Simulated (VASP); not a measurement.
Set up this calculation in VASP 6.6.1, as the native input.

```
Task                   : single point
Functional             : PBEsol
Potentials or basis    : VASP PAW PBE potentials, release 64 (Os)
Cutoff                 : 520 eV
k mesh                 : 9 × 9 × 5
Occupations            : gaussian, width 0.1 eV
Spin                   : no spin polarisation
Dipole correction      : no
Further INCAR settings : ALGO = Normal; EDIFF = 1e-06; NBANDS = 15
```

The structure of Os lies in POSCAR:

```
Os
1.0
    2.7260646304      0.0000000000      0.0000000000
   -1.3630323152      2.3608412223      0.0000000000
    0.0000000000      0.0000000000      4.3134220339
Os
2
Direct
    0.3333333333      0.6666666667      0.2500000000
    0.6666666667      0.3333333333      0.7500000000
```

One way to write it, as run:

INCAR

```
PREC = Accurate
ENCUT = 520
EDIFF = 1E-6
ISMEAR = 0
SIGMA = 0.1
LREAL = F
LASPH = T
NELM = 80
ALGO = Normal
ISIF = 2
LWAVE = F
LCHARG = T
GGA = PS
LELF = T
LVHAR = T
NBANDS = 15
```

KPOINTS

```
regular mesh
0
Gamma
  9 9 5
```

Potentials or basis: VASP PAW PBE potentials, release 64 (Os).

Run with:

```bash
$ cat potpaw_PBE.64/Os/POTCAR > POTCAR
$ mpirun -np 1 vasp_std > vasp.out
```

Results of the run:

* Pressure: 0.5 GPa
* Band gap on the k mesh: zero (band 8 reaches 11.48 eV, above the bottom of band 9 at 7.58 eV)

Caveat: the PAW data sets were made with another functional, which shifts forces and pressure a little; spin-orbit coupling is left out, which moves the levels of the heavy elements.

Run time: 7.2 s on 1 thread of Intel(R) Xeon(R) 6975P-C (Granite Rapids), with other jobs on the host, peak memory 0.14 GiB.
